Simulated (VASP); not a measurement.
# CdPbCl4: single point with PBEsol

The system is CdPbCl4.

```
CELL_PARAMETERS angstrom
4.70015 0.00000 0.00000
0.00000 4.70015 0.00000
0.00000 0.00000 6.79066
ATOMIC_POSITIONS crystal
Cd 0.00000 0.00000 0.00000
Pb 0.50000 0.50000 0.50000
Cl 0.50000 0.00000 0.76606
Cl 0.00000 0.50000 0.23394
Cl 0.50000 0.00000 0.23394
Cl 0.00000 0.50000 0.76606
```

```yaml
Program: VASP 6.6.1
Task: single point
Functional: PBEsol
Potentials_or_basis: VASP PAW PBE potentials, release 64 (Cd, Pb_d, Cl)
Cutoff: 520 eV
k_mesh: 4 × 4 × 4
Occupations: fermi-dirac, width 0.03 eV
Spin: no spin polarisation
Dipole_correction: no
Further_INCAR_settings: ALGO = Normal; EDIFF = 1e-06; NBANDS = 36
```

The pressure is 0.1 GPa and the largest force is 0.017 eV/Å. The band gap on the k mesh is 1.96 eV (least direct gap 2.44 eV).

Forces in eV/Å, atoms in the order of the input:
```
Cd   0.000  0.000  0.000
Pb   0.000  0.000  0.000
Cl   0.000  0.000 -0.017
Cl   0.000  0.000  0.017
Cl   0.000  0.000  0.017
Cl   0.000  0.000 -0.017
```

Levels at points of the mesh, in eV from the valence-band top:
```csv
k point,band 25,band 26,band 27,band 28,band 29,band 30
"(0.00, 0.00, 0.00)",-0.49,-0.49,-0.48,1.96,3.69,3.94
"(0.50, 0.00, 0.00)",-0.77,-0.74,-0.59,3.32,4.44,4.59
"(0.50, 0.50, 0.00)",-0.41,-0.39,-0.36,2.76,4.09,4.09
"(0.00, 0.00, 0.50)",-0.71,-0.71,-0.71,2.19,3.33,4.68
"(0.50, 0.00, 0.50)",-1.58,-1.53,0.00,3.54,4.90,5.04
"(0.50, 0.50, 0.50)",-0.46,-0.36,-0.34,3.30,5.08,5.08
```

Wall time 58 s on 1 thread of Intel(R) Xeon(R) Platinum 8488C (Sapphire Rapids), with other jobs on the host, peak memory 0.29 GiB.

Caveat: the PAW data sets were made with another functional, which shifts forces and pressure a little; spin-orbit coupling is left out, which moves the levels of the heavy elements. A k mesh can miss the band edges.
